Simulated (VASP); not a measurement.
Cu, 2 atoms in the cell. It takes space group Cmcm (No. 63, orthorhombic). Conventional cell: a = 2.437 Å, b = 7.953 Å, c = 2.475 Å, α = 90.00°, β = 90.00°, γ = 90.00°. Cu (site symmetry m2m) has 10 Cu at 2.44 to 2.54 Å within 3.2 Å. 

| Item | Value |
| --- | --- |
| Program | VASP 6.6.1 |
| Task | single point |
| Functional | LDA |
| Potentials or basis | VASP PAW LDA potentials, release 64 (Cu) |
| Cutoff | 600 eV |
| k mesh | 13 × 13 × 12 |
| Occupations | methfessel-paxton, width 0.1 eV |
| Spin | no spin polarisation |
| Dipole correction | no |
| Further INCAR settings | ALGO = Normal; EDIFF = 1e-06; NBANDS = 18 |

Potentials or basis: VASP PAW LDA potentials, release 64 (Cu).

Run with:

```bash
$ cat potpaw_LDA.64/Cu/POTCAR > POTCAR
$ mpirun -np 1 vasp_std > vasp.out
```

Hardware: 1 thread of Intel Xeon 8259CL, on a shared host.

Problem. Estimate the wall time of this run.

Solution. Run time: 4 min on 1 thread of Intel Xeon 8259CL (shared host), peak memory 0.26 GiB. Counts: scf iterations 12, k points 343.
